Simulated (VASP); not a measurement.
# Hg (P6_3/mmc) in VASP: relaxation of cell and atoms with PBE+D3(BJ)

Aim: the relaxation of cell and atoms of Hg with PBE+D3(BJ).

Program: VASP 6.6.1. These are calculated values, not measurements. Logs are shortened: lines on timing, memory, paths and dates and some standing lists are left out, and cuts for length are marked.

### Step 1. The cell of the first run

It takes space group P6_3/mmc (No. 194, hexagonal). The conventional cell has a = 3.462 Å, b = 3.462 Å, c = 5.488 Å, α = 90.00°, β = 90.00°, γ = 120.00°. Within 4.5 Å of Hg (site symmetry -6m2) lie 12 Hg at 3.39 to 3.46 Å.

### Step 2. Relaxation of cell and atoms, PBE+D3(BJ)

Contents of INCAR:

```
PREC = Accurate ; ENCUT = 550
EDIFF = 1E-7 ; ISMEAR = -1
SIGMA = 0.02 ; LREAL = False
LASPH = True ; NELM = 120
ALGO = Normal ; ISIF = 3
LWAVE = False ; LCHARG = False
GGA = PE ; IVDW = 12
IBRION = 2 ; NSW = 80
EDIFFG = -0.005 ; GGA_COMPAT = False
NELMIN = 4
```

Contents of KPOINTS:

```
Automatic mesh
0
Gamma
  12 12 4
```

Contents of POSCAR:

```
Hg
1.0
    3.4618096384      0.0000000000      0.0000000000
   -1.7309048192      2.9980150899      0.0000000000
    0.0000000000      0.0000000000      5.4875482800
Hg
2
Direct
    0.6666666700      0.3333333300      0.7500000000
    0.3333333300      0.6666666700      0.2500000000
```

Potentials or basis: VASP PAW PBE potentials, release 64 (Hg_sv_GW).

Started as:

```sh
> cat potpaw_PBE.64/Hg_sv_GW/POTCAR > POTCAR
> mpirun -np 1 vasp_std > vasp.out
```

OUTCAR:

```text
PREC = Accurate
   ENCUT = 550
   EDIFF = 1E-7
   ISMEAR = -1
   LREAL = False
   LASPH = True
   NELM = 120
   ISIF = 3
   GGA = PE
   IVDW = 12
   IBRION = 2
   NSW = 80
   EDIFFG = -0.005
   NELMIN = 4
 IVDW          = 12

 ion  position               nearest neighbor table
   1  0.667  0.333  0.750-
   2  0.333  0.667  0.250-

  LATTYP: Found a hexagonal cell.
 ALAT       =     3.4618096384
 C/A-ratio  =     1.5851675433

  Lattice vectors:

 A1 = (   3.4618096384,   0.0000000000,   0.0000000000)
 A2 = (  -1.7309048192,   2.9980150899,   0.0000000000)
 A3 = (   0.0000000000,   0.0000000000,   5.4875482800)

Analysis of symmetry for initial positions (statically):
=====================================================================
 Subroutine PRICEL returns:
 Original cell was already a primitive cell.

 Routine SETGRP: Setting up the symmetry group for a
 hexagonal supercell.

 Subroutine GETGRP returns: Found 24 space group operations
 (whereof 12 operations were pure point group operations)
 out of a pool of 24 trial point group operations.

The static configuration has the point symmetry D_3d.
 The point group associated with its full space group is D_6h.

Analysis of symmetry for dynamics (positions and initial velocities):
=====================================================================
 Subroutine PRICEL returns:
 Original cell was already a primitive cell.

 Routine SETGRP: Setting up the symmetry group for a
 hexagonal supercell.

 Subroutine GETGRP returns: Found 24 space group operations
 (whereof 12 operations were pure point group operations)
 out of a pool of 24 trial point group operations.

The dynamic configuration has the point symmetry D_3d.
 The point group associated with its full space group is D_6h.

 Subroutine INISYM returns: Found 24 space group operations
 (whereof 12 operations are pure point group operations),
 and found     1 'primitive' translations

----------------------------------------------------------------------------------------

                                     Primitive cell

  volume of cell :      56.9528

  direct lattice vectors                    reciprocal lattice vectors
     3.461809638  0.000000000  0.000000000     0.288866259  0.166777012  0.000000000
    -1.730904819  2.998015090  0.000000000     0.000000000  0.333554025  0.000000000
     0.000000000  0.000000000  5.487548280     0.000000000  0.000000000  0.182230743

  length of vectors
     3.461809638  3.461809638  5.487548280     0.333554025  0.333554025  0.182230743

  position of ions in fractional coordinates (direct lattice)
     0.666666670  0.333333330  0.750000000
     0.333333330  0.666666670  0.250000000

  ion indices of the primitive-cell ions
   primitive index   ion index
                 1           1
                 2           2

----------------------------------------------------------------------------------------

 KPOINTS: Automatic mesh

Automatic generation of k-mesh.
 Grid dimensions read from file:
 generate k-points for:   12   12    4

 Generating k-lattice:

  Cartesian coordinates                     Fractional coordinates (reciprocal lattice)
     0.024072188  0.013898084  0.000000000     0.083333333  0.000000000  0.000000000
     0.000000000  0.027796169  0.000000000     0.000000000  0.083333333  0.000000000
     0.000000000  0.000000000  0.045557686     0.000000000  0.000000000  0.250000000

  Length of vectors
     0.027796169  0.027796169  0.045557686

  Shift w.r.t. Gamma in fractional coordinates (k-lattice)
     0.000000000  0.000000000  0.000000000

 Subroutine IBZKPT returns following result:
 ===========================================

 Found     57 irreducible k-points:

 Following reciprocal coordinates:
            Coordinates               Weight
  0.000000  0.000000  0.000000      1.000000
  0.083333 -0.000000  0.000000      6.000000
  0.166667 -0.000000  0.000000      6.000000
  0.250000  0.000000  0.000000      6.000000
  0.333333  0.000000  0.000000      6.000000
  0.416667  0.000000  0.000000      6.000000
[... 16 lines left out ...]
  0.250000  0.000000  0.250000     12.000000
  0.333333  0.000000  0.250000     12.000000
 [... further k-points ...]
   k-points           NKPTS =     57   k-points in BZ     NKDIM =     57   number of bands    NBANDS=     24
   number of dos      NEDOS =    301   number of ions     NIONS =      2
   total plane-waves  NPLWV =  32928
   dimension x,y,z NGX =    28 NGY =   28 NGZ =   42
   dimension x,y,z NGXF=    56 NGYF=   56 NGZF=   84
   ions per type =               2
   NGX,Y,Z   is equivalent  to a cutoff of  13.45, 13.45, 12.72 a.u.
   NGXF,Y,Z  is equivalent  to a cutoff of  26.89, 26.89, 25.45 a.u.
 SYSTEM =  unknown system
   PREC   = accura    normal or accurate (medium, high low for compatibility)
   ISTART =      0    job   : 0-new  1-cont  2-samecut
   ICHARG =      2    charge: 1-file 2-atom 10-const
   ISPIN  =      1    spin polarized calculation?
   LNONCOLLINEAR =      F non collinear calculations
   LSORBIT =      F    spin-orbit coupling
   LASPH  =      T    aspherical Exc in radial PAW
   ENCUT  =  550.0 eV  40.42 Ry    6.36 a.u.   6.62  6.62 10.49*2*pi/ulx,y,z
   NELM   =    120;   NELMIN=  4; NELMDL= -5     # of ELM steps
   EDIFF  = 0.1E-06   stopping-criterion for ELM
   LREAL  =      F    real-space projection
   EDIFFG = -.5E-02   stopping-criterion for IOM
   NSW    =     80    number of steps for IOM
   IBRION =      2    ionic relax: 0-MD 1-quasi-New 2-CG
   NFREE  =      1    steps in history (QN), initial steepest desc. (CG)
   ISIF   =      3    stress and relaxation
   ISYM   =      2    0-nonsym 1-usesym 2-fastsym
   POTIM  = 0.5000    time-step for ionic-motion
   TEBEG  =    0.0;   TEEND  =   0.0 temperature during run
   PSTRESS=    0.0 pullay stress
   NELECT =      40.0000    total number of electrons
   NUPDOWN=      -1.0000    fix difference up-down
   EMIN   =  10.00;   EMAX   =-10.00  energy-range for DOS
   EFERMI =   0.00;   METHOD = LEGACY
   ISMEAR =    -1;   SIGMA  =   0.02  broadening in eV -4-tet -1-fermi 0-gaus
   EFERMI_NEDOS =   21; number of points for ismear=-14 and -15
   IALGO  =     38    algorithm
   IMIX   =      4    mixing-type and parameters
     AMIX     =   0.40;   BMIX     =  1.00
     AMIX_MAG =   1.60;   BMIX_MAG =  1.00
  volume/ion in A,a.u.               =      28.48       192.17
  Fermi-wavevector in a.u.,A,eV,Ry     =   1.455201  2.749932 28.811840  2.117611
  Thomas-Fermi vector in A             =   2.572263
   LORBIT       =      0    0 simple, 1 ext, 2 COOP (PROOUT), +10 PAW based schemes
   GGA     = PE    functional components
   LHFCALC =     F    Hartree Fock is set to
   AEXX    =    0.0000 exact exchange contribution
   IVDW    =    12    specifies the selected vdW correction
   LEPSILON=     F    determine dielectric tensor
   LRPA    =     F    only Hartree local field effects (RPA)
 conjugate gradient relaxation of ions
 non-spin polarized calculation
  energy-cutoff  :      550.00
  volume of cell :       56.95
 maximum number of plane-waves:      1713
 NGX is ok and might be reduce to    28
   NGX = 13   NGY = 13   NGZ = 21

--------------------------------------- Ionic step        1  -------------------------------------------

 number of electron      40.0000010 magnetization

 Free energy of the ion-electron system (eV)
  ---------------------------------------------------
  ext. energy  EPLUGINS =         0.00000000
  ---------------------------------------------------
  free energy    TOTEN  =        -0.36265964 eV

  energy without entropy =       -0.36161887  energy(sigma->0) =       -0.36213925

------------------------ aborting loop because EDIFF is reached ----------------------------------------

 Edisp (eV)   -0.73635

 E8    (eV) :    -0.3349

  FORCE on cell =-STRESS in cart. coord.  units (eV):
  Direction    XX          YY          ZZ          XY          YZ          ZX
  --------------------------------------------------------------------------------------
  -------------------------------------------------------------------------------------
  Total      -0.54348    -0.54348    -0.37374     0.00000    -0.00000    -0.00000
  in kB     -15.28892   -15.28892   -10.51379     0.00000    -0.00000    -0.00000
  external pressure =      -13.70 kB  Pullay stress =        0.00 kB
[... 97 lines left out ...]
  FREE ENERGIE OF THE ION-ELECTRON SYSTEM (eV)
  ---------------------------------------------------
  free  energy   TOTEN  =        -1.1207138785 eV

  energy  without entropy=       -1.1196047126  energy(sigma->0) =       -1.12015930

[... ionic steps 4 to 9 ...]

--------------------------------------- Ionic step       10  -------------------------------------------

 number of electron      40.0000008 magnetization

------------------------ aborting loop because EDIFF is reached ----------------------------------------

 Edisp (eV)   -0.81784

 E8    (eV) :    -0.3708
[... 69 lines left out ...]
  energy  without entropy=       -1.1259010722  energy(sigma->0) =       -1.12645736

--------------------------------------- Ionic step       12  -------------------------------------------

 number of electron      40.0000010 magnetization

 Free energy of the ion-electron system (eV)
  ---------------------------------------------------
  ext. energy  EPLUGINS =         0.00000000
  ---------------------------------------------------
  free energy    TOTEN  =        -0.31348988 eV

  energy without entropy =       -0.31242728  energy(sigma->0) =       -0.31295858

 E-fermi :   4.7206     XC(G=0): -10.8021

 val. band max:        4.6757673474   @ k =   0.3333   0.1667   0.0000
 cond. band min:       4.7230547592   @ k =   0.3333   0.0833   0.0000
 fundamental gap:      0.0472874118
 Fermi energy:         4.7206315881

 k-point     1 :       0.0000    0.0000    0.0000
  band No.  band energies     occupation
      1    -109.5909      2.00000
      2    -109.5903      2.00000
      3     -57.9413      2.00000
      4     -57.9235      2.00000
      5     -57.9235      2.00000
      6     -57.9199      2.00000
[... 637 lines left out ...]
     23      10.4793      0.00000
     24      13.3006      0.00000

 [... further k-points ...]

------------------------ aborting loop because EDIFF is reached ----------------------------------------

 Edisp (eV)   -0.81353

 E8    (eV) :    -0.3689

  FORCE on cell =-STRESS in cart. coord.  units (eV):
  Direction    XX          YY          ZZ          XY          YZ          ZX
  --------------------------------------------------------------------------------------
  -------------------------------------------------------------------------------------
  Total       0.00329     0.00329    -0.00449    -0.00000    -0.00000     0.00000
  in kB       0.10239     0.10239    -0.13989    -0.00000    -0.00000     0.00000
  external pressure =        0.02 kB  Pullay stress =        0.00 kB
[... 17 lines left out ...]
  FREE ENERGIE OF THE ION-ELECTRON SYSTEM (eV)
  ---------------------------------------------------
  free  energy   TOTEN  =        -1.1270239895 eV

  energy  without entropy=       -1.1259613953  energy(sigma->0) =       -1.12649269

 reached required accuracy - stopping structural energy minimisation
```

It took 6.7 min on 1 thread of Intel Xeon 6975P-C (Granite Rapids), shared host; peak memory 0.25 GiB.

What came out:

* Free energy: -1.1270 eV
* Relaxed volume: 25.73 Å³/atom
* Relaxed cell: a = 3.296 Å, b = 3.296 Å, c = 5.472 Å, α = 90.00°, β = 90.00°, γ = 120.00°
* Space group after relaxing (to 0.1 Å): P6_3/mmc (No. 194)
* Energy gained by relaxing: 14.0 meV/atom
* Ionic steps: 12
* Pressure after relaxing: 0.0 GPa
* Band gap on the k mesh: zero (bands 20 and 21 overlap by 1.15 eV)
* Dispersion energy per atom: -0.407 eV

Step by step:
| step | energy change (eV) | largest force (eV/Å) | pressure (GPa) | volume (Å³) |
| --- | --- | --- | --- | --- |
| 1 | 0.0000 | 0.0000 | -1.37 | 56.95 |
| 2 | -0.0146 | 0.0000 | -0.85 | 54.97 |
| 3 | -0.0217 | 0.0000 | -0.31 | 53.12 |
| 4 | -0.0216 | 0.0000 | 0.53 | 49.53 |
| 5 | -0.0241 | 0.0000 | 0.10 | 51.42 |
| 6 | -0.0241 | 0.0000 | 0.07 | 51.54 |
| 7 | -0.0260 | 0.0000 | 0.09 | 51.44 |
| 8 | -0.0278 | 0.0000 | 0.08 | 51.24 |
| 9 | -0.0278 | 0.0000 | 0.07 | 51.22 |
| 10 | -0.0279 | 0.0000 | 0.07 | 51.20 |
| 11 | -0.0280 | 0.0000 | 0.03 | 51.36 |
| 12 | -0.0280 | 0.0000 | 0.00 | 51.47 |

Final structure:
```
CELL_PARAMETERS angstrom
3.29550 0.00000 0.00000
-1.64775 2.85399 0.00000
0.00000 0.00000 5.47240
ATOMIC_POSITIONS crystal
Hg 0.66667 0.33333 0.75000
Hg 0.33333 0.66667 0.25000
```

Caveat: spin-orbit coupling is left out, which moves the levels of the heavy elements.

The gap in the log of VASP goes by the Fermi energy; the results here count the filled bands.